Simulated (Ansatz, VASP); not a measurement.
**CdS: VASP beside Ansatz**

File INCAR:

```
PREC     = Accurate       # precision mode
ENCUT    = 600            # plane-wave cutoff, eV
EDIFF    = 1E-6           # SCF threshold, eV
ISMEAR   = -1             # smearing method
SIGMA    = 0.02           # smearing width, eV
LREAL    = F              # projectors in reciprocal space
LASPH    = T              # aspherical terms in the spheres
NELM     = 80             # most SCF steps
ALGO     = Normal         # electronic algorithm
ISIF     = 3              # what is computed and relaxed
LWAVE    = F              # write WAVECAR
LCHARG   = F              # write CHGCAR
GGA      = PE             # functional
IBRION   = 2              # ionic algorithm
NSW      = 80             # ionic steps
EDIFFG   = -0.01          # ionic threshold
```

KPOINTS

```
Automatic mesh
0
Gamma
  6 6 4
```

The input POSCAR:

```
CdS
1.0
    4.1500000000      0.0000000000      0.0000000000
   -2.0750000000      3.5940054300      0.0000000000
    0.0000000000      0.0000000000      6.7370000000
Cd S
2 2
Direct
    0.3333333300      0.6666666700      0.0000000000
    0.6666666700      0.3333333300      0.5000000000
    0.3333333300      0.6666666700      0.3750000000
    0.6666666700      0.3333333300      0.8750000000
```

Input for Ansatz:

```yaml
crystal:
  lattice:
    - [4.15, 0.0, 0.0]
    - [-2.075, 3.59400543, 0.0]
    - [0.0, 0.0, 6.737]
  atoms:
    - { symbol: Cd, position: [0.33333333, 0.66666667, 0.0] }
    - { symbol: Cd, position: [0.66666667, 0.33333333, 0.5] }
    - { symbol: S, position: [0.33333333, 0.66666667, 0.375] }
    - { symbol: S, position: [0.66666667, 0.33333333, 0.875] }
  symmetry: { tolerance: 0.0003 }
hamiltonian:
  xc: pbe
  pseudopotentials: { kind: paw, azcp: { folder: soft_1 } }
basis:
  ecutwfc: 420
magnetization:
  spin_polarized: false
scf:
  occupations: { method: fermi_dirac, width: 0.02 }
kpoints:
  mp_grid: { grid: [6, 6, 4], shift: [0, 0, 0] }
output:
  forces: true
  stress: true
  eigenvalues: true
relax:
  max_steps: 60
  cell: {}
```

Alike in both runs: task relaxation of cell and atoms; functional PBE; k mesh 6 × 6 × 4; occupations fermi-dirac, width 0.02 eV; no spin polarisation.

|  | VASP | Ansatz |
| --- | --- | --- |
| version | VASP 6.6.1 | Ansatz 0.2.0 |
| potentials or method | VASP PAW PBE potentials, release 64 (Cd, S), cutoff 600 eV | PAW plane waves |
| valence electrons in the cell | 36 | 52 |

VASP gave:

- gap on the k mesh at the Fermi level, each at its own relaxed structure (eV): 1.10
- relaxed volume (Å³/atom): 26.14
- relaxed cell length with the largest relative difference (Å): 6.845

**Question.** Which values does Ansatz return?

**Answer.** gap on the k mesh at the Fermi level, each at its own relaxed structure (eV): 1.11; relaxed volume (Å³/atom): 26.05; relaxed cell length with the largest relative difference (Å): 6.828.

VASP's potentials hold 36 valence electrons a cell and Ansatz's 52, so a difference there can come from the potentials and not from the codes.
